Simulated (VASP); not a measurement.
W:

```
W
1.0
    -1.57725    1.57725    1.57725
     1.57725   -1.57725    1.57725
     1.57725    1.57725   -1.57725
W
1
Direct
  0.00000 0.00000 0.00000
```

Base run:

```yaml
Program: VASP 6.6.1
Functional: PBE
Potentials_or_basis: VASP PAW PBE potentials, release 64 (W_sv)
Cutoff: 500 eV
k_mesh: 11 × 11 × 11
Occupations: fermi-dirac, width 0.05 eV
Spin: no spin polarisation
```

Its results: band gap on the k mesh zero (band 7 reaches 15.96 eV, above the bottom of band 8 at 10.35 eV); pressure 9.7 GPa.

Problem. The run is repeated on the same cell with these changes: functional from PBE to PBEsol. What comes out?

Solution. Band gap on the k mesh zero (band 7 reaches 15.80 eV, above the bottom of band 8 at 10.17 eV); pressure 0.8 GPa.

PBEsol binds more tightly than PBE, so the same cell stands under less pressure.

Caveats: spin-orbit coupling is left out, which moves the levels of the heavy elements; the PAW data sets were made with another functional, which shifts forces and pressure a little (some runs).
